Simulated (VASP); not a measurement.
A run of VASP 6.6.1:

The input POSCAR:

```
HCl
1.0
    8.4962540000      0.0000000000      0.0000000000
    0.0000000000      8.4852510000      0.0000000000
    0.0000000000      0.0000000000      8.4850170000
Cl H
12 12
Direct
    0.1497718877      0.0496979995      0.3186793851
    0.8733025166      0.8025219289      0.5475298400
    0.6337734253      0.1850505071      0.2812840564
    0.3206001139      0.0842756449      0.9405638197
    0.7362538832     -0.0277304702      0.9004814015
    0.9977691345      0.3846674659      0.6035344419
    0.4661701498      0.7122947807      0.1626867689
    0.9379898482      0.7076278592      0.1461045983
    0.1769721103      0.7173034716      0.8341645043
    0.5393671140      0.4584071821      0.6161213348
    0.4482092932      0.8828024062      0.5666341034
   -0.0430307286      0.3243156861      1.0149773418
    0.2369985643      0.0559205615      0.1829931513
    0.9075293653      0.7988213902      0.4013780998
    0.5989345422      0.3029609849      0.3884847844
    0.2315491039     -0.0157685377      0.8806110819
    0.6228745045      0.0520432454      0.8621668053
    1.0281472282      0.5219998796      0.6506410064
    0.5486182499      0.8344479144      0.1253975095
    0.9509720401      0.5551986618      0.1382436830
    0.2936352892      0.7393888525      0.7302401398
    0.5788080253      0.5191950126      0.4869171152
    0.3588993455      0.9118292435      0.4513603214
    0.0409709973      0.3129194410      0.8978296685
```

The input INCAR.step1:

```
SYSTEM = HCl
ALGO = Normal
EDIFF = 1E-5
ENCUT = 440
GGA = PE
GGA_COMPAT = .False.
ISMEAR = -1
LASPH = .True.
LCHARG = .False.
LREAL = .False.
LWAVE = .True.
NBANDS = 66
NELM = 120
PREC = Accurate
SIGMA = 0.02
```

File INCAR.step2:

```
SYSTEM = HCl
ALGO = Normal
EDIFF = 1E-6
ENCUT = 440
GGA_COMPAT = .False.
ISIF = 2
ISMEAR = -1
ISTART = 1
IVDW = 12
LASPH = .True.
LCHARG = .False.
LMIXTAU = .True.
LREAL = .False.
LWAVE = .False.
METAGGA = R2SCAN
NBANDS = 66
NELM = 120
PREC = Accurate
SIGMA = 0.02
VDW_A1 = 0.49484001
VDW_A2 = 5.73083694
VDW_S6 = 1.0
VDW_S8 = 0.78981345
```

The input KPOINTS:

```
k-points
0
Gamma
  1 1 1
  0 0 0
```

Potentials or basis: VASP PAW PBE potentials, release 64 (Cl, H).

Run with:

```console
$ cat potpaw_PBE.64/Cl/POTCAR potpaw_PBE.64/H/POTCAR > POTCAR
$ cp INCAR.step1 INCAR
$ mpirun -np 1 vasp_gam > vasp.out
$ cp INCAR.step2 INCAR
$ mpirun -np 1 vasp_gam > vasp.out
```

Hardware: 1 thread of Intel(R) Xeon(R) Platinum 8488C (Sapphire Rapids), on a shared host.

**Question.** Estimate the wall time of this run.

**Answer.** Run time: 3.9 min on 1 thread of Intel(R) Xeon(R) Platinum 8488C (Sapphire Rapids) (shared host), peak memory 0.52 GiB. Counts: k points 1.
